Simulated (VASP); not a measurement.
## Al: single point with PBE

Crystal: Al.

```
CELL_PARAMETERS angstrom
3.86794 0.00000 0.00000
0.00000 3.86794 0.00000
-1.93397 0.00000 2.13018
ATOMIC_POSITIONS crystal
Al 0.00000 0.00000 0.00000
Al 0.50000 0.50000 0.00000
```

- Program: VASP 6.6.1
- Task: single point
- Functional: PBE
- Potentials or basis: VASP PAW PBE potentials, release 64 (Al)
- Cutoff: 520 eV
- k mesh: 9 × 9 × 16
- Occupations: gaussian, width 0.1 eV
- Spin: no spin polarisation

```
Pressure               : 3.6 GPa
Band gap on the k mesh : zero (band 3 reaches 14.89 eV, above the bottom of band 4 at 4.48 eV)
```

Stress tensor (GPa, compression positive):
```
5.35 0.00 0.28
0.00 5.43 0.00
0.28 0.00 0.08
```

Levels at points of the mesh, in eV from the Fermi level:
```
           k point  band 1  band 2  band 3  band 4  band 5  band 6  band 7  band 8
(0.00, 0.00, 0.00)  -11.38   -2.51   -0.94    4.89    5.00    5.59    8.82   12.18
(0.00, 0.00, 0.50)   -3.87   -2.92   -2.51   -0.94    4.89    5.00    5.59    6.04
```

Wall time 89 s on 1 thread of Intel(R) Xeon(R) 6975P-C (Granite Rapids), on a shared host, peak memory 0.27 GiB.
